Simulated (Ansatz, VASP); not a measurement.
HgTe in VASP and in Ansatz

```
Hg Te
1.0
     0.00000    3.22350    3.12679
     3.22350    0.00000    3.12679
     3.22350    3.22350    0.00000
Hg Te
1 1
Direct
  0.00000 0.00000 0.00000
  0.75000 0.75000 0.75000
```

Change from the starting cell: zz strain of -3 %, crystal datasets.

Alike in both runs: task electric field gradients; functional LDA; k mesh 11 × 11 × 11; occupations fermi-dirac, width 0.03 eV; no spin polarisation.

|  | VASP | Ansatz |
| --- | --- | --- |
| version | VASP 6.6.1 | Ansatz 0.2.0 |
| potentials or method | VASP PAW LDA potentials, release 64 (Hg, Te), cutoff 520 eV | all-electron PAW with datasets made for the crystal, scalar-relativistic |

```tsv
	VASP	Ansatz	Ansatz less VASP
pressure (GPa)	1.5	1.2	-0.29
traceless stress, the component that is largest in VASP (GPa)	0.30	0.30	+0.004
size of Vzz on the site where it differs most (V/Å²)	20.3	16.4	-3.91
```

LDA's correlation is that of Perdew and Zunger in VASP and of Perdew and Wang (1992) in Ansatz. Ansatz ran all-electron here, and VASP with PAW potentials.

Spin-orbit coupling is off throughout.
